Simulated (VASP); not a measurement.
# TaSi2 (P6_422) in VASP: further runs

TaSi2 is run at these levels: PBEsol; tasks: single point.

All numbers are computed with VASP 6.6.1; they aren't measurements. Logs are shortened: lines on timing, memory, paths and dates and some standing lists are left out, and cuts for length are marked.

## (1) The cell of the first run

It takes space group P6_422 (No. 181, hexagonal). Conventional cell: a = 4.761 Å, b = 4.761 Å, c = 6.294 Å, α = 90.00°, β = 90.00°, γ = 120.00°. Within 3.3 Å of Ta (site symmetry 222) lie 10 Si at 2.53 to 2.82 Å and 4 Ta at 3.17 Å. Within 3.3 Å of Si (site symmetry 2) lie 9 Si at 2.47 to 3.27 Å and 5 Ta at 2.53 to 2.82 Å.

## (2) Single point, PBEsol (strain along c alone, the other axes held: -4.0 %, then relaxed in part)

Contents of INCAR:

```
SYSTEM = TaSi2
  PREC = Accurate
  ENCUT = 520
  EDIFF = 1E-6
  ISMEAR = 0
  SIGMA = 0.1
  LREAL = .False.
  LASPH = .True.
  NELM = 60
  ALGO = Normal
  ISIF = 2
  LWAVE = .False.
  LCHARG = .False.
  GGA = PS
  NBANDS = 38
```

Contents of KPOINTS:

```
Automatic mesh
0
Gamma
  12 12 6
  0 0 0
```

Contents of POSCAR:

```
TaSi2
1.0
    4.7609902416      0.0000000000      0.0000000000
   -2.3804951208      4.1231384964      0.0000000000
    0.0000000000      0.0000000000      6.2938973141
Ta Si
3 6
Direct
    0.5000000000      0.0000000000      0.0000000000
    0.5000000000      0.5000000000      0.6666666667
    0.0000000000      0.5000000000      0.3333333333
    0.1580893286      0.3161786571      0.0000000000
    0.8419106714      0.1580893286      0.6666666667
    0.6838213429      0.8419106714      0.3333333333
    0.8419106714      0.6838213429      0.0000000000
    0.1580893286      0.8419106714      0.6666666667
    0.3161786571      0.1580893286      0.3333333333
```

Potentials or basis: VASP PAW PBE potentials, release 64 (Ta_pv, Si).

The run is started by

```
$ cat potpaw_PBE.64/Ta_pv/POTCAR potpaw_PBE.64/Si/POTCAR > POTCAR
$ mpirun -np 1 vasp_std > vasp.out
```

OUTCAR:

```text
SYSTEM = TaSi2
   PREC = Accurate
   ENCUT = 520
   EDIFF = 1E-6
   ISMEAR = 0
   LREAL = .False.
   LASPH = .True.
   NELM = 60
   ISIF = 2
   GGA = PS

 ion  position               nearest neighbor table
   1  0.500  0.000  0.000-   5 2.53   8 2.53   6 2.53   9 2.53   4 2.71   7 2.71   4 2.71   7 2.71
                             4 2.82   7 2.82   2 3.17   2 3.17   3 3.17   3 3.17
   2  0.500  0.500  0.667-   4 2.53   7 2.53   6 2.53   9 2.53   8 2.71   5 2.71   8 2.71   5 2.71
                             8 2.82   5 2.82   1 3.17   1 3.17   3 3.17   3 3.17
   3  0.000  0.500  0.333-   4 2.53   7 2.53   5 2.53   8 2.53   6 2.71   9 2.71   9 2.71   6 2.71
                             6 2.82   9 2.82   1 3.17   1 3.17   2 3.17   2 3.17
   4  0.158  0.316  0.000-   9 2.47   5 2.47   2 2.53   3 2.53   7 2.61   1 2.71   1 2.71   1 2.82
                             7 2.82   7 2.82   8 3.08   6 3.08
   5  0.842  0.158  0.667-   4 2.47   6 2.47   1 2.53   3 2.53   8 2.61   2 2.71   2 2.71   2 2.82
                             8 2.82   8 2.82   7 3.08   9 3.08
   6  0.684  0.842  0.333-   7 2.47   5 2.47   1 2.53   2 2.53   9 2.61   3 2.71   3 2.71   3 2.82
                             9 2.82   9 2.82   4 3.08   8 3.08
   7  0.842  0.684  0.000-   6 2.47   8 2.47   2 2.53   3 2.53   4 2.61   1 2.71   1 2.71   1 2.82
                             4 2.82   4 2.82   5 3.08   9 3.08
   8  0.158  0.842  0.667-   7 2.47   9 2.47   1 2.53   3 2.53   5 2.61   2 2.71   2 2.71   2 2.82
                             5 2.82   5 2.82   4 3.08   6 3.08
   9  0.316  0.158  0.333-   4 2.47   8 2.47   1 2.53   2 2.53   6 2.61   3 2.71   3 2.71   3 2.82
                             6 2.82   6 2.82   7 3.08   5 3.08

  LATTYP: Found a hexagonal cell.
 ALAT       =     4.7609902416
 C/A-ratio  =     1.3219723198

  Lattice vectors:

 A1 = (   4.7609902416,   0.0000000000,   0.0000000000)
 A2 = (  -2.3804951208,   4.1231384964,   0.0000000000)
 A3 = (   0.0000000000,   0.0000000000,   6.2938973141)

Analysis of symmetry for initial positions (statically):
=====================================================================
 Subroutine PRICEL returns:
 Original cell was already a primitive cell.

 Routine SETGRP: Setting up the symmetry group for a
 hexagonal supercell.

 Subroutine GETGRP returns: Found 12 space group operations
 (whereof  4 operations were pure point group operations)
 out of a pool of 24 trial point group operations.

The static configuration has the point symmetry D_2 .
 The point group associated with its full space group is D_6 .

Analysis of symmetry for dynamics (positions and initial velocities):
=====================================================================
 Subroutine PRICEL returns:
 Original cell was already a primitive cell.

[... 136 lines left out ...]
   EFERMI =   0.00;   METHOD = LEGACY
   ISMEAR =     0;   SIGMA  =   0.10  broadening in eV -4-tet -1-fermi 0-gaus
   EFERMI_NEDOS =   21; number of points for ismear=-14 and -15
   IALGO  =     38    algorithm
   IMIX   =      4    mixing-type and parameters
     AMIX     =   0.40;   BMIX     =  1.00
     AMIX_MAG =   1.60;   BMIX_MAG =  1.00
  volume/ion in A,a.u.               =      13.73        92.64
  Fermi-wavevector in a.u.,A,eV,Ry     =   1.264983  2.390472 21.771812  1.600183
  Thomas-Fermi vector in A             =   2.398260
   LORBIT       =      0    0 simple, 1 ext, 2 COOP (PROOUT), +10 PAW based schemes
   GGA     = PS    functional components
   LHFCALC =     F    Hartree Fock is set to
   AEXX    =    0.0000 exact exchange contribution
   IVDW    =     0    specifies the selected vdW correction
   LEPSILON=     F    determine dielectric tensor
   LRPA    =     F    only Hartree local field effects (RPA)
 non-spin polarized calculation
 Gauss-broadening in eV      SIGMA  =   0.10
  energy-cutoff  :      520.00
  volume of cell :      123.55
 maximum number of plane-waves:      3354
 NGX is ok and might be reduce to    36
   NGX = 17   NGY = 17   NGZ = 23

 number of electron      57.0000000 magnetization

 Free energy of the ion-electron system (eV)
  ---------------------------------------------------
  ext. energy  EPLUGINS =         0.00000000
  ---------------------------------------------------
  free energy    TOTEN  =       -77.00369195 eV

  energy without entropy =      -76.99021124  energy(sigma->0) =      -76.99695159

 E-fermi :   9.8497     XC(G=0): -12.3864

 val. band max:        9.8432826972   @ k =   0.3333   0.2500   0.1667
 cond. band min:       9.8599353272   @ k =   0.4167   0.0833   0.0000
 fundamental gap:      0.0166526300
 Fermi energy:         9.8497274619

 k-point     1 :       0.0000    0.0000    0.0000
  band No.  band energies     occupation
      1     -24.3445      2.00000
      2     -24.3259      2.00000
      3     -24.3259      2.00000
      4     -24.2711      2.00000
      5     -24.2711      2.00000
      6     -24.1425      2.00000
[... 973 lines left out ...]
     37      13.9114      0.00000
     38      14.3663      0.00000

 [... further k-points ...]

------------------------ aborting loop because EDIFF is reached ----------------------------------------

  FORCE on cell =-STRESS in cart. coord.  units (eV):
  Direction    XX          YY          ZZ          XY          YZ          ZX
  --------------------------------------------------------------------------------------
  -------------------------------------------------------------------------------------
  Total        3.6715306      3.6715306     17.5119422      0.0000000      0.0000000      0.0000000
  in kB       47.6116099     47.6116099    227.0910566      0.0000000      0.0000000      0.0000000
  external PRESSURE =     107.4380922 kB  Pullay stress =       0.0000000 kB

 VOLUME and BASIS-vectors are now :
 -----------------------------------------------------------------------------
  energy-cutoff  :      520.00
  volume of cell :      123.55
      direct lattice vectors                 reciprocal lattice vectors
     4.760990242  0.000000000  0.000000000     0.210040338  0.121266846  0.000000000
    -2.380495121  4.123138496  0.000000000     0.000000000  0.242533691  0.000000000
     0.000000000  0.000000000  6.293897314     0.000000000  0.000000000  0.158884067

 POSITION                                       TOTAL-FORCE (eV/Angst)
 -----------------------------------------------------------------------------------
      2.38050      0.00000      0.00000        -0.000000     -0.000000     -0.000000
      1.19025      2.06157      4.19593        -0.000000     -0.000000     -0.000000
     -1.19025      2.06157      2.09797        -0.000000     -0.000000      0.000000
      0.00000      1.30365      0.00000        -0.000000     -0.006033     -0.000000
      3.63200      0.65182      4.19593         0.005225     -0.003017     -0.000000
      1.25150      3.47131      2.09797         0.005225      0.003017     -0.000000
      2.38050      2.81949      0.00000        -0.000000      0.006033     -0.000000
     -1.25150      3.47131      4.19593        -0.005225      0.003017      0.000000
      1.12899      0.65182      2.09797        -0.005225     -0.003017     -0.000000
 -----------------------------------------------------------------------------------
    total drift:                               -0.000000      0.000000     -0.000000

  FREE ENERGIE OF THE ION-ELECTRON SYSTEM (eV)
  ---------------------------------------------------
  free  energy   TOTEN  =       -77.0036919479 eV

  energy  without entropy=      -76.9902112407  energy(sigma->0) =      -76.99695159
```

Run time: 9.9 min. Hardware: 1 thread of Intel Xeon 8259CL, shared host; peak memory 0.42 GiB.

Results:

```
Free energy            : -77.0037 eV
Pressure               : 10.7 GPa
Largest force          : 0.006 eV/Å
Band gap on the k mesh : zero (an odd number of electrons rules out a gap without spin polarisation)
```

Forces on the atoms (eV/Å):
```
Ta   0.000  0.000  0.000
Ta   0.000  0.000  0.000
Ta   0.000  0.000  0.000
Si   0.000 -0.006  0.000
Si   0.005 -0.003  0.000
Si   0.005  0.003  0.000
Si   0.000  0.006  0.000
Si  -0.005  0.003  0.000
Si  -0.005 -0.003  0.000
```

Stress tensor (GPa, compression positive):
```
 4.76  0.00  0.00
 0.00  4.76  0.00
 0.00  0.00 22.71
```

Caveat: the cell differs from its parent crystal (strain along c alone, the other axes held: -4.0 %, then relaxed in part); the stress differs along the axes, from 5 to 23 GPa; the PAW data sets were made with another functional, which shifts forces and pressure a little; spin-orbit coupling is left out, which moves the levels of the heavy elements.

## (3) Single point, PBEsol (strain along c alone, the other axes held: -2.0 %, then relaxed in part)

Contents of INCAR:

```
PREC = Accurate ; ENCUT = 520
EDIFF = 1E-6 ; ISMEAR = 0
SIGMA = 0.1 ; LREAL = False
LASPH = True ; NELM = 80
ALGO = Normal ; ISIF = 2
LWAVE = False ; LCHARG = True
GGA = PS ; LELF = True
LVHAR = True ; NBANDS = 38
```

Contents of KPOINTS:

```
Automatic mesh
0
Gamma
  12 12 6
```

Contents of POSCAR:

```
TaSi2
1.0
    4.7609902416      0.0000000000      0.0000000000
   -2.3804951208      4.1231384964      0.0000000000
    0.0000000000      0.0000000000      6.4250201748
Ta Si
3 6
Direct
    0.5000000000      0.0000000000      0.0000000000
    0.5000000000      0.5000000000      0.6666666667
    0.0000000000      0.5000000000      0.3333333333
    0.1586356679      0.3172713358      0.0000000000
    0.8413643321      0.1586356679      0.6666666667
    0.6827286642      0.8413643321      0.3333333333
    0.8413643321      0.6827286642      0.0000000000
    0.1586356679      0.8413643321      0.6666666667
    0.3172713358      0.1586356679      0.3333333333
```

Potentials or basis: VASP PAW PBE potentials, release 64 (Ta_pv, Si).

The run is started by

```
$ cat potpaw_PBE.64/Ta_pv/POTCAR potpaw_PBE.64/Si/POTCAR > POTCAR
$ mpirun -np 1 vasp_std > vasp.out
```

OUTCAR:

```text
PREC = Accurate
   ENCUT = 520
   EDIFF = 1E-6
   ISMEAR = 0
   LREAL = False
   LASPH = True
   NELM = 80
   ISIF = 2
   GGA = PS

 ion  position               nearest neighbor table
   1  0.500  0.000  0.000-   5 2.56   6 2.56   8 2.56   9 2.56   7 2.72   4 2.72   4 2.72   7 2.72
                             4 2.81   7 2.81   2 3.20   2 3.20   3 3.20   3 3.20
   2  0.500  0.500  0.667-   4 2.56   7 2.56   6 2.56   9 2.56   8 2.72   5 2.72   8 2.72   5 2.72
                             8 2.81   5 2.81   1 3.20   1 3.20   3 3.20   3 3.20
[... 1216 lines left out ...]
  in kB       24.4752263     24.4752263    105.5302287      0.0000000     -0.0000000      0.0000000
  external PRESSURE =      51.4935604 kB  Pullay stress =       0.0000000 kB

 VOLUME and BASIS-vectors are now :
 -----------------------------------------------------------------------------
  energy-cutoff  :      520.00
  volume of cell :      126.12
      direct lattice vectors                 reciprocal lattice vectors
     4.760990242  0.000000000  0.000000000     0.210040338  0.121266846  0.000000000
    -2.380495121  4.123138496  0.000000000     0.000000000  0.242533691  0.000000000
     0.000000000  0.000000000  6.425020175     0.000000000  0.000000000  0.155641535

 POSITION                                       TOTAL-FORCE (eV/Angst)
 -----------------------------------------------------------------------------------
      2.38050      0.00000      0.00000         0.000000     -0.000000     -0.000000
      1.19025      2.06157      4.28335         0.000000     -0.000000     -0.000000
     -1.19025      2.06157      2.14167         0.000000     -0.000000      0.000000
      0.00000      1.30815      0.00000         0.000000     -0.003041      0.000000
      3.62810      0.65408      4.28335         0.002634     -0.001520     -0.000000
      1.24760      3.46906      2.14167         0.002634      0.001520      0.000000
      2.38050      2.81498      0.00000         0.000000      0.003041      0.000000
     -1.24760      3.46906      4.28335        -0.002634      0.001520     -0.000000
      1.13289      0.65408      2.14167        -0.002634     -0.001520      0.000000
 -----------------------------------------------------------------------------------
    total drift:                               -0.000000      0.000000     -0.000000

  FREE ENERGIE OF THE ION-ELECTRON SYSTEM (eV)
  ---------------------------------------------------
  free  energy   TOTEN  =       -77.2679923798 eV

  energy  without entropy=      -77.2526159484  energy(sigma->0) =      -77.26030416
```

OSZICAR:

```text
N       E                     dE             d eps       ncg     rms          rms(c)
DAV:   1     0.384749733337E+03    0.38475E+03   -0.28101E+04  5784   0.142E+03
DAV:   2    -0.601347180454E+02   -0.44488E+03   -0.43330E+03  6636   0.366E+02
DAV:   3    -0.791776546830E+02   -0.19043E+02   -0.18611E+02  7378   0.666E+01
DAV:   4    -0.795104178724E+02   -0.33276E+00   -0.33083E+00  7292   0.870E+00
DAV:   5    -0.795148226172E+02   -0.44047E-02   -0.44020E-02  7148   0.107E+00    0.341E+01
DAV:   6    -0.775742480677E+02    0.19406E+01   -0.66894E+00  7332   0.122E+01    0.160E+01
DAV:   7    -0.772943641231E+02    0.27988E+00   -0.52811E-01  7256   0.369E+00    0.428E+00
DAV:   8    -0.772689554381E+02    0.25409E-01   -0.41078E-02  7384   0.922E-01    0.483E-01
DAV:   9    -0.772681100133E+02    0.84542E-03   -0.26785E-03  7464   0.288E-01    0.241E-01
DAV:  10    -0.772680062568E+02    0.10376E-03   -0.37854E-04  7204   0.111E-01    0.583E-02
DAV:  11    -0.772679942668E+02    0.11990E-04   -0.36847E-05  7376   0.310E-02    0.994E-03
DAV:  12    -0.772679929330E+02    0.13338E-05   -0.30903E-06  5636   0.844E-03    0.296E-03
DAV:  13    -0.772679923798E+02    0.55321E-06   -0.31147E-07  4238   0.286E-03
   1 F= -.77267992E+02 E0= -.77260304E+02  d E =-.153764E-01
```

stdout:

```text
POSCAR found type information on POSCAR TaSi
 POSCAR found :  2 types and       9 ions
 scaLAPACK will be used
 -----------------------------------------------------------------------------
|                                                                             |
|                                                                             |
|     You enforced a specific xc type in the INCAR file but a different       |
|     I HOPE YOU KNOW WHAT YOU ARE DOING!                                     |
|                                                                             |
 -----------------------------------------------------------------------------

 LDA part: xc-table for (Slater+PW92), standard interpolation
 POSCAR, INCAR and KPOINTS ok, starting setup
 FFT: planning ... GRIDC
 FFT: planning ... GRID_SOFT
 FFT: planning ... GRID
 WAVECAR not read
 entering main loop
```

Run time: 9 min. Hardware: 1 thread of Intel Xeon 8259CL, shared host; peak memory 0.42 GiB.

What came out:

```yaml
Free_energy: -77.2680 eV
Pressure: 5.1 GPa
Largest_force: 0.003 eV/Å
Band_gap_on_the_k_mesh: zero (an odd number of electrons rules out a gap without spin polarisation)
```

Forces in eV/Å, atoms in the order of the input:
```
Ta   0.000  0.000  0.000
Ta   0.000  0.000  0.000
Ta   0.000  0.000  0.000
Si   0.000 -0.003  0.000
Si   0.003 -0.002  0.000
Si   0.003  0.002  0.000
Si   0.000  0.003  0.000
Si  -0.003  0.002  0.000
Si  -0.003 -0.002  0.000
```

Levels at points of the mesh, in eV from the Fermi level:
| k point | band 25 | band 26 | band 27 | band 28 | band 29 | band 30 | band 31 | band 32 | band 33 | band 34 |
| --- | --- | --- | --- | --- | --- | --- | --- | --- | --- | --- |
| (0.00, 0.00, 0.00) | -2.42 | -2.42 | -2.30 | -2.30 | -1.53 | 0.77 | 2.97 | 2.97 | 3.54 | 3.68 |
| (0.50, 0.00, 0.00) | -2.07 | -1.17 | -0.76 | -0.09 | -0.08 | 0.86 | 1.31 | 1.48 | 2.12 | 2.37 |
| (0.00, 0.00, 0.50) | -2.34 | -2.10 | -1.87 | -1.87 | 1.30 | 1.30 | 2.83 | 2.83 | 3.59 | 3.59 |
| (0.50, 0.00, 0.50) | -2.08 | -2.08 | -1.80 | -0.74 | -0.40 | 1.56 | 1.99 | 2.56 | 2.56 | 2.71 |

Caveat: the cell differs from its parent crystal (strain along c alone, the other axes held: -2.0 %, then relaxed in part); the stress differs along the axes, from 2 to 11 GPa; the PAW data sets were made with another functional, which shifts forces and pressure a little; spin-orbit coupling is left out, which moves the levels of the heavy elements.
